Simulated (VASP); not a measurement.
Here is a VASP 6.6.1 calculation.

File INCAR:

```
SYSTEM = Cs6AlSb3
PREC     = Accurate       ! precision mode
ENCUT    = 520            ! plane-wave cutoff, eV
EDIFF    = 1E-7           ! SCF threshold, eV
ISMEAR   = -1             ! smearing method
SIGMA    = 0.02           ! smearing width, eV
LREAL    = Auto         
LASPH    = .TRUE.         ! aspherical terms in the spheres
NELM     = 100            ! most SCF steps
ALGO     = Normal         ! electronic algorithm
ISIF     = 2              ! what is computed and relaxed
LWAVE    = .FALSE.        ! write WAVECAR
LCHARG   = .FALSE.        ! write CHGCAR
GGA      = PE             ! functional
NBANDS   = 88             ! bands
```

KPOINTS

```
regular mesh
0
G
  3 5 3
  0 0 0
```

The input POSCAR:

```
Cs6AlSb3
1.0
   10.8446000000      0.0000000000      0.0000000000
    0.0000000000      6.5069000000      0.0000000000
   -2.4137997492      0.0000000000     12.4760404589
Cs Al Sb
12 2 6
Direct
    0.6195025409      0.2500000000      0.1748106002
    0.3804974591      0.7500000000      0.8251893998
    0.2549297438      0.2500000000      0.2831388711
    0.7450702562      0.7500000000      0.7168611289
    0.9574696346      0.2500000000      0.4223366383
    0.0425303654      0.7500000000      0.5776633617
    0.5978437629      0.2500000000      0.8653157974
    0.4021562371      0.7500000000      0.1346842026
    0.6311466767      0.2500000000      0.5186476892
    0.3688533233      0.7500000000      0.4813523108
    0.9470464546      0.2500000000      0.0521183719
    0.0529535454      0.7500000000      0.9478816281
    0.8247943701      0.7500000000      0.2209134814
    0.1752056299      0.2500000000      0.7790865186
    0.6885128515      0.7500000000      0.3763693189
    0.3114871485      0.2500000000      0.6236306811
    0.0720298895      0.7500000000      0.2682651163
    0.9279701105      0.2500000000      0.7317348837
    0.7123683381      0.7500000000      0.0173128882
    0.2876316619      0.2500000000      0.9826871118
```

Potentials or basis: VASP PAW PBE potentials, release 64 (Cs_sv, Al, Sb).

The run is started by

```sh
$ cat potpaw_PBE.64/Cs_sv/POTCAR potpaw_PBE.64/Al/POTCAR potpaw_PBE.64/Sb/POTCAR > POTCAR
$ mpirun -np 1 vasp_std > vasp.out
```

Predict the band gap on the k mesh.

0.69 eV (least direct gap 0.81 eV).

Predict the largest force.

0.044 eV/Å.

Estimate the pressure.

0.8 GPa.

Forces in eV/Å, atoms in the order of the input:
```
Cs   0.007  0.000  0.016
Cs  -0.007  0.000 -0.016
Cs   0.002  0.000  0.000
Cs  -0.002  0.000  0.000
Cs  -0.002  0.000 -0.015
Cs   0.002  0.000  0.015
Cs  -0.005  0.000 -0.008
Cs   0.005  0.000  0.008
Cs  -0.009  0.000 -0.008
Cs   0.009  0.000  0.008
Cs  -0.008  0.000  0.007
Cs   0.008  0.000 -0.007
Al   0.004  0.000  0.009
Al  -0.004  0.000 -0.009
Sb  -0.016  0.000  0.028
Sb   0.016  0.000 -0.028
Sb   0.023  0.000 -0.004
Sb  -0.023  0.000  0.004
Sb   0.006  0.000 -0.044
Sb  -0.006  0.000  0.044
```

Caveat: semilocal functionals underestimate gaps, and a narrow one can read as zero; spin-orbit coupling is left out, which moves the levels of the heavy elements. A k mesh can miss the band edges.
